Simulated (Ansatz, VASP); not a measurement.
## Two plane-wave programs on Te2Mo

```
Te Mo
1.0
     3.51820    0.00000    0.00000
    -1.75910    3.04685    0.00000
     0.00000    0.00000   13.97360
Te Mo
4 2
Direct
  0.33333 0.66667 0.62100
  0.66667 0.33333 0.12100
  0.33333 0.66667 0.87900
  0.66667 0.33333 0.37900
  0.33333 0.66667 0.25000
  0.66667 0.33333 0.75000
```

Alike in both runs: task single point; functional PBE; k mesh 8 × 8 × 2; occupations fermi-dirac, width 0.05 eV; no spin polarisation.

|  | VASP | Ansatz |
| --- | --- | --- |
| version | VASP 6.6.1 | Ansatz 0.2.0 |
| potentials or method | VASP PAW PBE potentials, release 64 (Te, Mo_sv), cutoff 520 eV | plane waves, PAW |
| valence electrons in the cell | 52 | 92 |

VASP gave:

| Item | Value |
| --- | --- |
| pressure (GPa) | 2.9 |
| traceless stress, the component that is largest in VASP (GPa) | 0.51 |

Q: Which values does Ansatz return?

A: Pressure (GPa): 2.9; traceless stress, the component that is largest in VASP (GPa): 0.45.

VASP's potentials hold 52 valence electrons a cell and Ansatz's 92, so a difference there can come from the potentials and not from the codes.

Spin-orbit coupling is off throughout.
